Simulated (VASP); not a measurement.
Set up this calculation in VASP 6.6.1, as the native input.

- Task: relaxation of cell and atoms
- Functional: PBE
- Potentials or basis: VASP PAW PBE potentials, release 64 (Mg, Cd)
- Cutoff: 600 eV
- k mesh: 10 × 10 × 8
- Occupations: gaussian, width 0.1 eV
- Spin: no spin polarisation
- Dipole correction: no
- Further INCAR settings: ALGO = Fast; EDIFF = 1e-07; IBRION = 2; EDIFFG = -0.01; NSW = 100; ISIF = 3

The structure of Mg4Cd lies in POSCAR:

```
Mg4Cd
1.0
    2.3733004525     -5.5416576108      0.0000000000
    2.3733004525      5.5416576108      0.0000000000
    0.0000000000      0.0000000000      4.6876721817
Mg Cd
4 1
Direct
    0.1521290145      0.8478709855      0.0000000000
    0.3462950658      0.6537049342      0.5000000000
    0.8478709855      0.1521290145      0.0000000000
    0.6537049342      0.3462950658      0.5000000000
    0.0000000000      0.0000000000      0.5000000000
```

One way to write it, as run:

INCAR

```
ALGO = Fast ; EDIFF = 1E-7
EDIFFG = -0.01 ; ENCUT = 600
GGA = PE ; IBRION = 2
ISIF = 3 ; ISMEAR = 0
LASPH = True ; LCHARG = False
LREAL = False ; LWAVE = False
NELM = 100 ; NSW = 100
PREC = Accurate ; SIGMA = 0.1
```

KPOINTS

```
k-points
0
Gamma
  10 10 8
```

Potentials or basis: VASP PAW PBE potentials, release 64 (Mg, Cd).

Run with:

```console
$ cat potpaw_PBE.64/Mg/POTCAR potpaw_PBE.64/Cd/POTCAR > POTCAR
$ mpirun -np 1 vasp_std > vasp.out
```

Results of the run:

```
Relaxed volume                        : 24.53 Å³/atom
Relaxed cell                          : a = 5.859 Å, b = 5.859 Å, c = 4.801 Å, α = 90.00°, β = 90.00°, γ = 131.89°
Space group after relaxing (to 0.1 Å) : Cmmm (No. 65)
Energy gained by relaxing             : 3.5 meV/atom
Ionic steps                           : 10
Pressure after relaxing               : 0.0 GPa
Largest force after relaxing          : 0.010 eV/Å
Band gap on the k mesh                : zero (bands 10 and 11 overlap by 2.44 eV)
```

Wall time 30 min on 1 thread of Intel(R) Xeon(R) 6975P-C (Granite Rapids), with other jobs on the host, peak memory 0.6 GiB.
